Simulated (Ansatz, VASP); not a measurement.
**C in VASP and in Ansatz**

```xyz
4
Lattice="2.4657 0.0000 0.0000 -1.2329 2.1354 0.0000 0.0000 0.0000 17.5000" Properties=species:S:1:pos:R:3 pbc="T T T"
C     0.0000    1.4236    4.5000
C     1.2329    0.7118    4.5000
C    -0.4110    2.1354    7.8100
C     0.8219    1.4236    7.8100
```

Alike in both runs: task single point; functional PBE; dispersion D3(BJ); k mesh 15 × 15 × 1; occupations gaussian, width 0.1 eV; no spin polarisation.

|  | VASP | Ansatz |
| --- | --- | --- |
| version | VASP 6.6.1 | Ansatz 0.2.0 |
| potentials or method | VASP PAW PBE potentials, release 64 (C), cutoff 520 eV | scalar-relativistic, plane waves, PAW |
| valence electrons in the cell | 16 | 16 |

```tsv
	VASP	Ansatz	Ansatz less VASP
gap on the k mesh at the Fermi level (eV)	0.42	0.42	0.000
least direct gap on the mesh (eV)	0.42	0.42	0.000
rms of the force components (eV/Å)	0.019	0.019	-0.0001
```

Atom by atom the forces differ by 0.000 eV/Å (rms over components).
